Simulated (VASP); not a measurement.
# V2O5 (Pmmn) in VASP: single point with r2SCAN

Aim: the single point of V2O5 with r2SCAN.

Everything below comes from runs of VASP 6.6.1. Logs are shortened: lines on timing, memory, paths and dates and some standing lists are left out, and cuts for length are marked.

**1. The cell of the first run**

It takes space group Pmmn (No. 59, orthorhombic). Conventional cell: a = 3.542 Å, b = 11.517 Å, c = 4.374 Å, α = 90.00°, β = 90.00°, γ = 90.00°. Within 2.1 Å of V (site symmetry m) lie 5 O at 1.57 to 2.03 Å. Within 2.4 Å of O (site symmetry mm2) lie 2 V at 1.77 Å. Within 2.1 Å of O (site symmetry m) lie 1 V at 1.57 Å. Within 2.5 Å of O (site symmetry m) lie 3 V at 1.87 to 2.03 Å and 2 O at 2.37 Å.

**2. Single point, r2SCAN**

Input file POSCAR:

```
V2O5
1.0
    3.5415077482      0.0000000000      0.0000000000
    0.0000000000     11.5168228983      0.0000000000
    0.0000000000      0.0000000000      4.3743167687
V O
4 10
Direct
    0.0000000000      0.8515873192      0.1128872928
    0.5000000000      0.6484126808      0.8871127072
    0.0000000000      0.1484126808      0.1128872928
    0.5000000000      0.3515873192      0.8871127072
    0.0000000000      0.0000000000      0.0051186961
    0.5000000000      0.5000000000      0.9948813039
    0.0000000000      0.8538669156      0.4724259206
    0.5000000000      0.6461330844      0.5275740794
    0.0000000000      0.1461330844      0.4724259206
    0.5000000000      0.3538669156      0.5275740794
    0.5000000000      0.8186078942      0.0055603274
    0.0000000000      0.6813921058      0.9944396726
    0.5000000000      0.1813921058      0.0055603274
    0.0000000000      0.3186078942      0.9944396726
```

Input file INCAR.step1:

```
PREC = Accurate
ENCUT = 520
ISMEAR = 0
SIGMA = 0.02
LREAL = False
LASPH = True
NELM = 60
NBANDS = 69
GGA = PE
ALGO = Normal
EDIFF = 1E-4
LWAVE = True
LCHARG = False
KPAR = 4
```

Input file INCAR.step2:

```
PREC = Accurate
ENCUT = 520
EDIFF = 1E-7
ISMEAR = 0
SIGMA = 0.02
LREAL = False
LASPH = True
NELM = 60
ALGO = Normal
ISIF = 2
LWAVE = False
LCHARG = True
METAGGA = R2SCAN
LMIXTAU = True
LVHAR = True
NBANDS = 69
ISTART = 1
KPAR = 4
```

Input file KPOINTS:

```
Automatic mesh
0
Gamma
  8 4 6
```

Potentials or basis: VASP PAW PBE potentials, release 64 (V_sv, O).

Launch:

```
> cat potpaw_PBE.64/V_sv/POTCAR potpaw_PBE.64/O/POTCAR > POTCAR
> cp INCAR.step1 INCAR
> mpirun -np 4 vasp_std > vasp.out
> cp INCAR.step2 INCAR
> mpirun -np 4 vasp_std > vasp.out
```

OUTCAR:

```text
PREC = Accurate
   ENCUT = 520
   EDIFF = 1E-7
   ISMEAR = 0
   LREAL = False
   LASPH = True
   NELM = 60
   ISIF = 2
   METAGGA = R2SCAN
   ISTART = 1

 ion  position               nearest neighbor table
   1  0.000  0.852  0.113-   7 1.57   5 1.77  11 1.87  11 1.87  12 2.03
   2  0.500  0.648  0.887-   8 1.57   6 1.77  12 1.87  12 1.87  11 2.03
   3  0.000  0.148  0.113-   9 1.57   5 1.77  13 1.87  13 1.87  14 2.03
   4  0.500  0.352  0.887-  10 1.57   6 1.77  14 1.87  14 1.87  13 2.03
   5  0.000  0.000  0.005-   1 1.77   3 1.77
   6  0.500  0.500  0.995-   2 1.77   4 1.77
   7  0.000  0.854  0.472-   1 1.57
   8  0.500  0.646  0.528-   2 1.57
   9  0.000  0.146  0.472-   3 1.57
  10  0.500  0.354  0.528-   4 1.57
  11  0.500  0.819  0.006-   1 1.87   1 1.87   2 2.03
  12  0.000  0.681  0.994-   2 1.87   2 1.87   1 2.03
  13  0.500  0.181  0.006-   3 1.87   3 1.87   4 2.03
  14  0.000  0.319  0.994-   4 1.87   4 1.87   3 2.03

  LATTYP: Found a simple orthorhombic cell.
 ALAT       =     3.5415077482
 B/A-ratio  =     1.2351566281
 C/A-ratio  =     3.2519547371

  Lattice vectors:

 A1 = (  -3.5415077482,   0.0000000000,   0.0000000000)
 A2 = (   0.0000000000,   0.0000000000,   4.3743167687)
 A3 = (   0.0000000000,  11.5168228983,   0.0000000000)

Analysis of symmetry for initial positions (statically):
=====================================================================
 Subroutine PRICEL returns:
 Original cell was already a primitive cell.

 Routine SETGRP: Setting up the symmetry group for a
 simple orthorhombic supercell.

 Subroutine GETGRP returns: Found  8 space group operations
 (whereof  4 operations were pure point group operations)
 out of a pool of  8 trial point group operations.

The static configuration has the point symmetry C_2v.
 The point group associated with its full space group is D_2h.

Analysis of symmetry for dynamics (positions and initial velocities):
=====================================================================
 Subroutine PRICEL returns:
 Original cell was already a primitive cell.

 Routine SETGRP: Setting up the symmetry group for a
 simple orthorhombic supercell.

 Subroutine GETGRP returns: Found  8 space group operations
 (whereof  4 operations were pure point group operations)
 out of a pool of  8 trial point group operations.

The dynamic configuration has the point symmetry C_2v.
 The point group associated with its full space group is D_2h.

 Subroutine INISYM returns: Found  8 space group operations
 (whereof  4 operations are pure point group operations),
 and found     1 'primitive' translations

----------------------------------------------------------------------------------------

                                     Primitive cell

  volume of cell :     178.4149

  direct lattice vectors                    reciprocal lattice vectors
     3.541507748  0.000000000  0.000000000     0.282365611  0.000000000  0.000000000
     0.000000000 11.516822898  0.000000000     0.000000000  0.086829502  0.000000000
     0.000000000  0.000000000  4.374316769     0.000000000  0.000000000  0.228607129

  length of vectors
     3.541507748 11.516822898  4.374316769     0.282365611  0.086829502  0.228607129

  position of ions in fractional coordinates (direct lattice)
     0.000000000  0.851587319  0.112887293
     0.500000000  0.648412681  0.887112707
     0.000000000  0.148412681  0.112887293
     0.500000000  0.351587319  0.887112707
     0.000000000  0.000000000  0.005118696
     0.500000000  0.500000000  0.994881304
     0.000000000  0.853866916  0.472425921
     0.500000000  0.646133084  0.527574079
     0.000000000  0.146133084  0.472425921
     0.500000000  0.353866916  0.527574079
     0.500000000  0.818607894  0.005560327
     0.000000000  0.681392106  0.994439673
     0.500000000  0.181392106  0.005560327
     0.000000000  0.318607894  0.994439673

  ion indices of the primitive-cell ions
   primitive index   ion index
                 1           1
                 2           2
                 3           3
                 4           4
                 5           5
                 6           6
                 7           7
                 8           8
                 9           9
                10          10
                11          11
                12          12
                13          13
                14          14

----------------------------------------------------------------------------------------

 KPOINTS: Automatic mesh

Automatic generation of k-mesh.
 Grid dimensions read from file:
 generate k-points for:    8    4    6

 Generating k-lattice:

  Cartesian coordinates                     Fractional coordinates (reciprocal lattice)
     0.035295701  0.000000000  0.000000000     0.125000000  0.000000000  0.000000000
     0.000000000  0.021707376  0.000000000     0.000000000  0.250000000  0.000000000
     0.000000000  0.000000000  0.038101188     0.000000000  0.000000000  0.166666667

  Length of vectors
     0.035295701  0.021707376  0.038101188

  Shift w.r.t. Gamma in fractional coordinates (k-lattice)
     0.000000000  0.000000000  0.000000000

 Subroutine IBZKPT returns following result:
 ===========================================

 Found     60 irreducible k-points:

 Following reciprocal coordinates:
            Coordinates               Weight
  0.000000  0.000000  0.000000      1.000000
  0.125000  0.000000  0.000000      2.000000
  0.250000  0.000000  0.000000      2.000000
  0.375000  0.000000  0.000000      2.000000
  0.500000  0.000000  0.000000      1.000000
  0.000000  0.250000  0.000000      2.000000
[... 16 lines left out ...]
  0.250000  0.250000  0.166667      8.000000
  0.375000  0.250000  0.166667      8.000000
 [... further k-points ...]
   k-points           NKPTS =     60   k-points in BZ     NKDIM =     60   number of bands    NBANDS=     69
   number of dos      NEDOS =    301   number of ions     NIONS =     14
   total plane-waves  NPLWV =  90720
   dimension x,y,z NGX =    28 NGY =   90 NGZ =   36
   dimension x,y,z NGXF=    56 NGYF=  180 NGZF=   72
   ions per type =               4  10
   NGX,Y,Z   is equivalent  to a cutoff of  13.14, 12.99, 13.68 a.u.
   NGXF,Y,Z  is equivalent  to a cutoff of  26.29, 25.98, 27.36 a.u.
 SYSTEM =  unknown system
   PREC   = accura    normal or accurate (medium, high low for compatibility)
   ISTART =      1    job   : 0-new  1-cont  2-samecut
   ICHARG =      0    charge: 1-file 2-atom 10-const
   ISPIN  =      1    spin polarized calculation?
   LNONCOLLINEAR =      F non collinear calculations
   LSORBIT =      F    spin-orbit coupling
   LASPH  =      T    aspherical Exc in radial PAW
   ENCUT  =  520.0 eV  38.22 Ry    6.18 a.u.   6.58 21.41  8.13*2*pi/ulx,y,z
   NELM   =     60;   NELMIN=  2; NELMDL=  0     # of ELM steps
   EDIFF  = 0.1E-06   stopping-criterion for ELM
   LREAL  =      F    real-space projection
   EDIFFG = 0.1E-05   stopping-criterion for IOM
   NSW    =      0    number of steps for IOM
   IBRION =     -1    ionic relax: 0-MD 1-quasi-New 2-CG
   NFREE  =      0    steps in history (QN), initial steepest desc. (CG)
   ISIF   =      2    stress and relaxation
   ISYM   =      2    0-nonsym 1-usesym 2-fastsym
   POTIM  = 0.5000    time-step for ionic-motion
   TEBEG  =    0.0;   TEEND  =   0.0 temperature during run
   PSTRESS=    0.0 pullay stress
   NELECT =     112.0000    total number of electrons
   NUPDOWN=      -1.0000    fix difference up-down
   EMIN   =  10.00;   EMAX   =-10.00  energy-range for DOS
   EFERMI =   0.00;   METHOD = LEGACY
   ISMEAR =     0;   SIGMA  =   0.02  broadening in eV -4-tet -1-fermi 0-gaus
   EFERMI_NEDOS =   21; number of points for ismear=-14 and -15
   IALGO  =     38    algorithm
   IMIX   =      4    mixing-type and parameters
     AMIX     =   0.40;   BMIX     =  1.00
     AMIX_MAG =   1.60;   BMIX_MAG =  1.00
  volume/ion in A,a.u.               =      12.74        86.00
  Fermi-wavevector in a.u.,A,eV,Ry     =   1.401750  2.648923 26.734117  1.964902
  Thomas-Fermi vector in A             =   2.524580
   LORBIT       =      0    0 simple, 1 ext, 2 COOP (PROOUT), +10 PAW based schemes
   METAGGA = R2SCAN    functional components
   LHFCALC =     F    Hartree Fock is set to
   AEXX    =    0.0000 exact exchange contribution
   IVDW    =     0    specifies the selected vdW correction
   LEPSILON=     F    determine dielectric tensor
   LRPA    =     F    only Hartree local field effects (RPA)
 non-spin polarized calculation
 Gauss-broadening in eV      SIGMA  =   0.02
  energy-cutoff  :      520.00
  volume of cell :      178.41
 maximum number of plane-waves:      4847
 NGX is ok and might be reduce to    28
   NGX = 13   NGY = 43   NGZ = 17

 number of electron     111.9999999 magnetization

 Free energy of the ion-electron system (eV)
  ---------------------------------------------------
  ext. energy  EPLUGINS =         0.00000000
  ---------------------------------------------------
  free energy    TOTEN  =      -150.60995674 eV

  energy without entropy =     -150.60995674  energy(sigma->0) =     -150.60995674

 E-fermi :   0.5561     XC(G=0): -10.4249

 val. band max:        0.4544139160   @ k =   0.5000   0.0000   0.5000
 cond. band min:       2.6613122431   @ k =   0.0000   0.0000   0.0000
 fundamental gap:      2.2068983271
 Fermi energy:         0.5561069943

 k-point     1 :       0.0000    0.0000    0.0000
  band No.  band energies     occupation
      1     -66.0337      2.00000
      2     -66.0315      2.00000
      3     -66.0213      2.00000
      4     -66.0191      2.00000
      5     -38.9943      2.00000
      6     -38.9918      2.00000
[... 60 lines left out ...]
     67       5.4419      0.00000
     68       5.5989      0.00000
[... 1631 lines left out ...]
     67       5.0035      0.00000
     68       5.0892      0.00000

 [... further k-points ...]

 [bands above 68 left out]

------------------------ aborting loop because EDIFF is reached ----------------------------------------

  FORCE on cell =-STRESS in cart. coord.  units (eV):
  Direction    XX          YY          ZZ          XY          YZ          ZX
  --------------------------------------------------------------------------------------
  -------------------------------------------------------------------------------------
  Total        0.6409372      0.7333391      4.9587393      0.0000000      0.0000000      0.0000000
  in kB        5.7556578      6.5854330     44.5298004      0.0000000      0.0000000      0.0000000
  external PRESSURE =      18.9569637 kB  Pullay stress =       0.0000000 kB

 VOLUME and BASIS-vectors are now :
 -----------------------------------------------------------------------------
  energy-cutoff  :      520.00
  volume of cell :      178.41
      direct lattice vectors                 reciprocal lattice vectors
     3.541507748  0.000000000  0.000000000     0.282365611  0.000000000  0.000000000
     0.000000000 11.516822898  0.000000000     0.000000000  0.086829502  0.000000000
     0.000000000  0.000000000  4.374316769     0.000000000  0.000000000  0.228607129

 POSITION                                       TOTAL-FORCE (eV/Angst)
 -----------------------------------------------------------------------------------
      0.00000      9.80758      0.49380        -0.000000     -0.090288     -0.802563
      1.77075      7.46765      3.88051         0.000000      0.090288      0.802563
      0.00000      1.70924      0.49380        -0.000000      0.090288     -0.802563
      1.77075      4.04917      3.88051         0.000000     -0.090288      0.802563
      0.00000      0.00000      0.02239        -0.000000     -0.000000     -0.033221
      1.77075      5.75841      4.35193        -0.000000     -0.000000      0.033221
      0.00000      9.83383      2.06654         0.000000      0.012996      0.836777
      1.77075      7.44140      2.30778        -0.000000     -0.012996     -0.836777
      0.00000      1.68299      2.06654         0.000000     -0.012996      0.836777
      1.77075      4.07542      2.30778        -0.000000      0.012996     -0.836777
      1.77075      9.42776      0.02432        -0.000000      0.003260     -0.014602
      0.00000      7.84747      4.34999        -0.000000     -0.003260      0.014602
      1.77075      2.08906      0.02432        -0.000000     -0.003260     -0.014602
      0.00000      3.66935      4.34999        -0.000000      0.003260      0.014602
 -----------------------------------------------------------------------------------
    total drift:                                0.000000      0.000000      0.000000

  FREE ENERGIE OF THE ION-ELECTRON SYSTEM (eV)
  ---------------------------------------------------
  free  energy   TOTEN  =      -150.6099567422 eV

  energy  without entropy=     -150.6099567422  energy(sigma->0) =     -150.60995674
```

It took 15 min on 4 MPI ranks of Intel Xeon Platinum 8259CL at 2.50GHz (Skylake/Cascade Lake), shared host; peak memory 0.67 GiB.

Results:

```
Free energy            : -150.6100 eV
Pressure               : 1.9 GPa
Largest force          : 0.837 eV/Å
Band gap on the k mesh : 2.21 eV (least direct gap 2.47 eV)
```

Forces on the atoms (eV/Å):
```
V    0.000 -0.090 -0.803
V    0.000  0.090  0.803
V    0.000  0.090 -0.803
V    0.000 -0.090  0.803
O    0.000  0.000 -0.033
O    0.000  0.000  0.033
O    0.000  0.013  0.837
O    0.000 -0.013 -0.837
O    0.000 -0.013  0.837
O    0.000  0.013 -0.837
O    0.000  0.003 -0.015
O    0.000 -0.003  0.015
O    0.000 -0.003 -0.015
O    0.000  0.003  0.015
```

Caveat: the PAW data sets were made with another functional, which shifts forces and pressure a little. A k mesh can miss the band edges.
